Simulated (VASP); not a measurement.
A run of VASP 6.6.1:

INCAR

```
SYSTEM = Si2Mo
  ALGO = Normal
  DIPOL = 0.5 0.5 0.330
  EDIFF = 1E-7
  ENCUT = 520
  GGA = PE
  IDIPOL = 3
  ISIF = 2
  ISMEAR = 0
  LASPH = .True.
  LCHARG = .False.
  LDIPOL = .True.
  LREAL = .False.
  LWAVE = .False.
  NBANDS = 31
  NELM = 100
  PREC = Accurate
  SIGMA = 0.1
```

The input KPOINTS:

```
k-points
0
Gamma
  8 8 1
  0 0 0
```

The input POSCAR:

```
Si2Mo
1.0
    3.2169717406      0.0000000000      0.0000000000
    0.0000000000      3.2169717406      0.0000000000
    0.0000000000      0.0000000000     21.8787970309
Si Mo
4 2
Direct
    0.0000000000      0.0000000000      0.1828254083
    0.0000000000      0.0000000000      0.3015081460
    0.5000000000      0.5000000000      0.3593659940
    0.5000000000      0.5000000000      0.4743769512
    0.5000000000      0.5000000000      0.2421667771
    0.0000000000      0.0000000000      0.4192862009
```

Potentials or basis: VASP PAW PBE potentials, release 64 (Si, Mo_sv).

Command:

```sh
$ cat potpaw_PBE.64/Si/POTCAR potpaw_PBE.64/Mo_sv/POTCAR > POTCAR
$ mpirun -np 1 vasp_std > vasp.out
```

Hardware: 1 thread of Intel(R) Xeon(R) 6975P-C (Granite Rapids) (shared host).

How long does it take, and how much memory?

It took 110 s on 1 thread of Intel(R) Xeon(R) 6975P-C (Granite Rapids), with other jobs on the host, peak memory 0.33 GiB. Counts: scf iterations 28, k points 15.
